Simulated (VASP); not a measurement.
# Cl (Fd-3m) in VASP: notebook, part 2 of 2

VASP 6.6.1.

## (3) Single point, r2SCAN

This run uses another cell than the first one, of 34.10 Å³/atom.

POSCAR

```
Cl
1.0
    0.0000000000      3.2426664531      3.2426664531
    3.2426664531      0.0000000000      3.2426664531
    3.2426664531      3.2426664531      0.0000000000
Cl
2
Direct
    0.0000000000      0.0000000000      0.0000000000
    0.2500000000      0.2500000000      0.2500000000
```

INCAR.step1

```
ALGO = Normal ; EDIFF = 1E-4
ENCUT = 520 ; GGA = PE
ISMEAR = -1 ; LASPH = True
LCHARG = False ; LREAL = False
LWAVE = True ; NBANDS = 14
NELM = 80 ; PREC = Accurate
SIGMA = 0.1
```

INCAR.step2

```
ALGO = Normal ; EDIFF = 1E-7
ENCUT = 520 ; ISIF = 2
ISMEAR = -1 ; ISTART = 1
LASPH = True ; LCHARG = False
LMIXTAU = True ; LREAL = False
LWAVE = False ; METAGGA = R2SCAN
NBANDS = 14 ; NELM = 80
PREC = Accurate ; SIGMA = 0.1
```

KPOINTS

```
k-points
0
Gamma
  9 9 9
```

Potentials or basis: VASP PAW PBE potentials, release 64 (Cl).

On the command line:

```console
$ cat potpaw_PBE.64/Cl/POTCAR > POTCAR
$ cp INCAR.step1 INCAR
$ mpirun -np 1 vasp_std > vasp.out
$ cp INCAR.step2 INCAR
$ mpirun -np 1 vasp_std > vasp.out
```

It took 2.4 min on 1 thread of Intel Xeon 8259CL, shared host; peak memory 0.21 GiB.

Results (log left out):

- Free energy: -10.3212 eV
- Pressure: -0.5 GPa
- Band gap on the k mesh: zero (bands 7 and 8 overlap by 1.16 eV)

Levels at points of the mesh, in eV from the Fermi level:
| k point | band 5 | band 6 | band 7 | band 8 | band 9 | band 10 |
| --- | --- | --- | --- | --- | --- | --- |
| (0.00, 0.00, 0.00) | -2.72 | -0.84 | -0.84 | -0.84 | 6.85 | 11.32 |

Caveat: the PAW data sets were made with another functional, which shifts forces and pressure a little.

## (4) Single point, r2SCAN

This run uses another cell than the first one, of 34.10 Å³/atom.

POSCAR is that of step 3.

INCAR.step1

```
SYSTEM = Cl
  PREC = Accurate
  ENCUT = 520
  ISMEAR = -1
  SIGMA = 0.1
  LREAL = .False.
  LASPH = .True.
  NELM = 80
  NBANDS = 14
  GGA = PE
  ALGO = Normal
  EDIFF = 1E-4
  LWAVE = .True.
  LCHARG = .False.
```

INCAR.step2

```
SYSTEM = Cl
  PREC = Accurate
  ENCUT = 520
  EDIFF = 1E-6
  ISMEAR = -1
  SIGMA = 0.1
  LREAL = .False.
  LASPH = .True.
  NELM = 80
  ALGO = Normal
  ISIF = 2
  LWAVE = .False.
  LCHARG = .False.
  METAGGA = R2SCAN
  LMIXTAU = .True.
  NBANDS = 14
  ISTART = 1
```

KPOINTS

```
regular mesh
0
Gamma
  9 9 9
  0 0 0
```

On the command line:

```console
$ cat potpaw_PBE.64/Cl/POTCAR > POTCAR
$ cp INCAR.step1 INCAR
$ mpirun -np 1 vasp_std > vasp.out
$ cp INCAR.step2 INCAR
$ mpirun -np 1 vasp_std > vasp.out
```

Wall time 2.8 min (1 thread of Intel Xeon 8259CL, shared host); peak memory 0.21 GiB.

The run converged. Its results:

| Quantity | Value |
| --- | --- |
| Free energy | -10.3212 eV |
| Pressure | -0.5 GPa |
| Band gap on the k mesh | zero (bands 7 and 8 overlap by 1.16 eV) |

Levels at points of the mesh, in eV from the Fermi level:
| k point | band 5 | band 6 | band 7 | band 8 | band 9 | band 10 |
| --- | --- | --- | --- | --- | --- | --- |
| (0.00, 0.00, 0.00) | -2.72 | -0.84 | -0.84 | -0.84 | 6.85 | 11.32 |

Caveat: the PAW data sets were made with another functional, which shifts forces and pressure a little.

## (5) Single point, r2SCAN

This run uses another cell than the first one, of 35.11 Å³/atom.

POSCAR

```
Cl
1.0
    0.0000000000      3.2744593280      3.2744593280
    3.2744593280      0.0000000000      3.2744593280
    3.2744593280      3.2744593280      0.0000000000
Cl
2
Direct
    0.0000000000      0.0000000000      0.0000000000
    0.2500000000      0.2500000000      0.2500000000
```

INCAR.step1

```
PREC     = Accurate       # precision mode
ENCUT    = 520            # plane-wave cutoff, eV
ISMEAR   = -1             # smearing method
SIGMA    = 0.1            # smearing width, eV
LREAL    = F              # projectors in reciprocal space
LASPH    = T              # aspherical terms in the spheres
NELM     = 80             # most SCF steps
NBANDS   = 14             # bands
GGA      = PE             # functional
ALGO     = Normal         # electronic algorithm
EDIFF    = 1E-4           # SCF threshold, eV
LWAVE    = T              # write WAVECAR
LCHARG   = F              # write CHGCAR
```

INCAR.step2

```
PREC     = Accurate       # precision mode
ENCUT    = 520            # plane-wave cutoff, eV
EDIFF    = 1E-6           # SCF threshold, eV
ISMEAR   = -1             # smearing method
SIGMA    = 0.1            # smearing width, eV
LREAL    = F              # projectors in reciprocal space
LASPH    = T              # aspherical terms in the spheres
NELM     = 80             # most SCF steps
ALGO     = Normal         # electronic algorithm
ISIF     = 2              # what is computed and relaxed
LWAVE    = F              # write WAVECAR
LCHARG   = T              # write CHGCAR
METAGGA  = R2SCAN         # meta-GGA
LMIXTAU  = T            
LELF     = T              # ELF
LVHAR    = T            
NBANDS   = 14             # bands
ISTART   = 1
```

KPOINTS

```
regular mesh
0
Gamma
  9 9 9
```

On the command line:

```console
$ cat potpaw_PBE.64/Cl/POTCAR > POTCAR
$ cp INCAR.step1 INCAR
$ mpirun -np 1 vasp_std > vasp.out
$ cp INCAR.step2 INCAR
$ mpirun -np 1 vasp_std > vasp.out
```

Run time: 2.9 min. Hardware: 1 thread of Intel Xeon 8259CL, shared host; peak memory 0.21 GiB.

It converged, with:

* Free energy: -10.3130 eV
* Pressure: -0.9 GPa
* Band gap on the k mesh: zero (bands 7 and 8 overlap by 1.09 eV)

Levels at points of the mesh, in eV from the Fermi level:
```
           k point  band 4  band 5  band 6  band 7  band 8  band 9  band 10  band 11
(0.00, 0.00, 0.00)   -2.60   -2.60   -0.79   -0.79   -0.79    6.89    11.39    11.39
```

Caveat: the PAW data sets were made with another functional, which shifts forces and pressure a little.

## (6) Single point, r2SCAN

This run uses another cell than the first one, of 35.11 Å³/atom.

POSCAR is that of step 5.

INCAR.step1

```
SYSTEM = Cl
ALGO = Normal
EDIFF = 1E-4
ENCUT = 520
GGA = PE
ISMEAR = -1
LASPH = .True.
LCHARG = .False.
LREAL = .False.
LWAVE = .True.
NBANDS = 14
NELM = 80
PREC = Accurate
SIGMA = 0.1
```

INCAR.step2

```
SYSTEM = Cl
ALGO = Normal
EDIFF = 1E-6
ENCUT = 520
ISIF = 2
ISMEAR = -1
ISTART = 1
LASPH = .True.
LCHARG = .False.
LMIXTAU = .True.
LREAL = .False.
LWAVE = .False.
METAGGA = R2SCAN
NBANDS = 14
NELM = 80
PREC = Accurate
SIGMA = 0.1
```

KPOINTS

```
k-points
0
Gamma
  9 9 9
  0 0 0
```

Potentials or basis: VASP PAW PBE potentials, release 64 (Cl).

On the command line:

```console
$ cat potpaw_PBE.64/Cl/POTCAR > POTCAR
$ cp INCAR.step1 INCAR
$ mpirun -np 1 vasp_std > vasp.out
$ cp INCAR.step2 INCAR
$ mpirun -np 1 vasp_std > vasp.out
```

It took 2.9 min on 1 thread of Intel Xeon 8259CL, shared host; peak memory 0.21 GiB.

It converged, with:

* Free energy: -10.3130 eV
* Pressure: -0.9 GPa
* Band gap on the k mesh: zero (bands 7 and 8 overlap by 1.09 eV)

Levels at points of the mesh, in eV from the Fermi level:
| k point | band 5 | band 6 | band 7 | band 8 | band 9 | band 10 |
| --- | --- | --- | --- | --- | --- | --- |
| (0.00, 0.00, 0.00) | -2.60 | -0.79 | -0.79 | -0.79 | 6.89 | 11.39 |

Caveat: the PAW data sets were made with another functional, which shifts forces and pressure a little.

## (7) Overview

```tsv
cell	gap on the mesh (eV)	pressure (GPa)
a = 4.540 Å, angles 60.0°, 2 atoms	none	0.1
a = 4.586 Å, angles 60.0°, 2 atoms	none	-0.5
a = 4.631 Å, angles 60.0°, 2 atoms	none	-0.9
```

Alike in all rows: task single point; level r2SCAN; potentials or basis VASP PAW PBE potentials, release 64 (Cl); no spin polarisation; k mesh 9 × 9 × 9; cutoff (eV) 520; smearing fermi-dirac 0.1 eV.

Caveats: the PAW data sets were made with another functional, which shifts forces and pressure a little.

Total energies depend on the potentials used, so only differences within one code and one set of settings carry meaning.
